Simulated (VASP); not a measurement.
TlH5:

```
Tl H
1.0
     4.00458    0.00000    0.00000
    -2.00229    3.46807    0.00000
     0.00000    0.00000    3.27413
Tl H
1 5
Cartesian
  0.0000 0.0000 0.0000
  0.0000 2.3120 0.0000
  2.0023 1.1560 0.0000
  2.0023 0.0000 1.6371
  1.0011 1.7340 1.6371
  -1.0011 1.7340 1.6371
```

```yaml
Program: VASP 6.6.1
Task: relaxation of cell and atoms
Functional: PBE
Potentials_or_basis: VASP PAW PBE potentials, release 64 (Tl_d, H)
Cutoff: 600 eV
k_mesh: 6 × 6 × 6
Occupations: gaussian, width 0.1 eV
Spin: no spin polarisation
```

At the start: pressure 0.3 GPa; volume 7.58 Å³/atom.

How do energy, volume and symmetry change on relaxing?

Over 12 steps the energy falls by 147.8 meV/atom and the volume is 8.38 Å³/atom (+10.6 %); space group P6/mmm (No. 191, to 0.05 Å).

The path:
| step | energy change (eV) | largest force (eV/Å) | pressure (GPa) | volume (Å³) |
| --- | --- | --- | --- | --- |
| 1 | 0.0000 | 0.0000 | 0.32 | 45.47 |
| 2 | -0.0025 | 0.0000 | 0.20 | 45.57 |
| 3 | -0.0082 | 0.0000 | -0.16 | 45.87 |
| 4 | -0.0585 | 0.0000 | -1.08 | 46.44 |
| 5 | -0.1955 | 0.0000 | -2.24 | 47.51 |
| 6 | -0.6067 | 0.0000 | -3.32 | 49.32 |
| 7 | -0.8578 | 0.0000 | 0.77 | 51.73 |
| 8 | -0.8816 | 0.0000 | -0.88 | 51.30 |
| 9 | -0.8820 | 0.0000 | -1.32 | 51.13 |
| 10 | -0.8702 | 0.0000 | 1.40 | 50.08 |
| 11 | -0.8845 | 0.0000 | -0.60 | 50.83 |
| 12 | -0.8867 | 0.0000 | -0.32 | 50.29 |

Final structure:
```
CELL_PARAMETERS angstrom
3.63138 0.00000 0.00000
-1.81569 3.14487 0.00000
0.00000 0.00000 4.40397
ATOMIC_POSITIONS crystal
Tl 0.00000 0.00000 0.00000
H 0.33333 0.66667 0.00000
H 0.66667 0.33333 0.00000
H 0.50000 0.00000 0.50000
H 0.50000 0.50000 0.50000
H 0.00000 0.50000 0.50000
```
